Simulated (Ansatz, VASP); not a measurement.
YPt2S4 in VASP and in Ansatz

Contents of INCAR:

```
ALGO = Normal
EDIFF = 1E-6
ENCUT = 520
GGA = PE
ISIF = 2
ISMEAR = 0
ISPIN = 2
IVDW = 12
LASPH = T
LCHARG = T
LELF = T
LMAXMIX = 4
LORBIT = 11
LREAL = F
LVHAR = T
LWAVE = F
MAGMOM = 0 1 1 0 0 0 0
NBANDS = 40
NELM = 150
PREC = Accurate
SIGMA = 0.1
```

KPOINTS

```
k-points
0
Gamma
  6 6 2
```

Contents of POSCAR:

```
YPt2S4
1.0
    3.6118935400      0.0000000000      0.0000000000
   -1.8059467700      3.1279915600      0.0000000000
    0.0000000000      0.0000000000     12.4844077300
Y Pt S
1 2 4
Direct
    0.0000000000      0.0000000000      0.0000000000
    0.6666666700      0.3333333300      0.7203334800
    0.3333333300      0.6666666700      0.2796665200
    0.3333333300      0.6666666700      0.8217186000
    0.0000000000      0.0000000000      0.6189483700
    0.0000000000      0.0000000000      0.3810516300
    0.6666666700      0.3333333300      0.1782814000
```

Input for Ansatz:

```yaml
crystal:
  lattice:
    - [3.61189354, 0.0, 0.0]
    - [-1.80594677, 3.12799156, 0.0]
    - [0.0, 0.0, 12.48440773]
  atoms:
    - { symbol: "Y", position: [0.0, 0.0, 0.0] }
    - { symbol: Pt, position: [0.66666667, 0.33333333, 0.72033348], spin: 1.0 }
    - { symbol: Pt, position: [0.33333333, 0.66666667, 0.27966652], spin: 1.0 }
    - { symbol: S, position: [0.33333333, 0.66666667, 0.8217186] }
    - { symbol: S, position: [0.0, 0.0, 0.61894837] }
    - { symbol: S, position: [0.0, 0.0, 0.38105163] }
    - { symbol: S, position: [0.66666667, 0.33333333, 0.1782814] }
basis:
  ecutwfc: 420
kpoints:
  mp_grid: { grid: [6, 6, 2] }
hamiltonian:
  xc: pbe
  dispersion: d3bj
scf:
  occupations: { method: gaussian, width: 0.1 }
  lower_state_search: "off"
output:
  forces: true
  stress: true
  eigenvalues: true
  populations: true
magnetization:
  spin_polarized: true
```

Alike in both runs: task single point; functional PBE; dispersion D3(BJ); k mesh 6 × 6 × 2; occupations gaussian, width 0.1 eV; collinear spin.

```csv
,VASP,Ansatz
version,VASP 6.6.1,Ansatz 0.2.0
potentials or method,"VASP PAW PBE potentials, release 64 (Y_sv, Pt, S), cutoff 520 eV","scalar-relativistic, plane waves, PAW"
valence electrons in the cell,55,71
```

Ansatz gave:

- gap on the k mesh at the Fermi level (eV): none
- pressure (GPa): -2.6
- traceless stress, the component that is largest in VASP (GPa): -1.61
- rms of the force components (eV/Å): 0.395
- net moment per atom (μB): 0.09
- size of the moment on the site where the two differ most (μB): 0.18

Task: Which values does VASP return?

Result: gap on the k mesh at the Fermi level (eV): none; pressure (GPa): -2.8; traceless stress, the component that is largest in VASP (GPa): -1.53; rms of the force components (eV/Å): 0.395; net moment per atom (μB): 0.09; size of the moment on the site where the two differ most (μB): 0.24.

Site moments also hang on the region over which each program counts them. Atom by atom the forces differ by 0.011 eV/Å (rms over components). A gap of «none» marks a metal or a gap that the smearing closes. VASP's potentials hold 55 valence electrons a cell and Ansatz's 71, so a difference there can come from the potentials and not from the codes.

Spin-orbit coupling is off throughout.
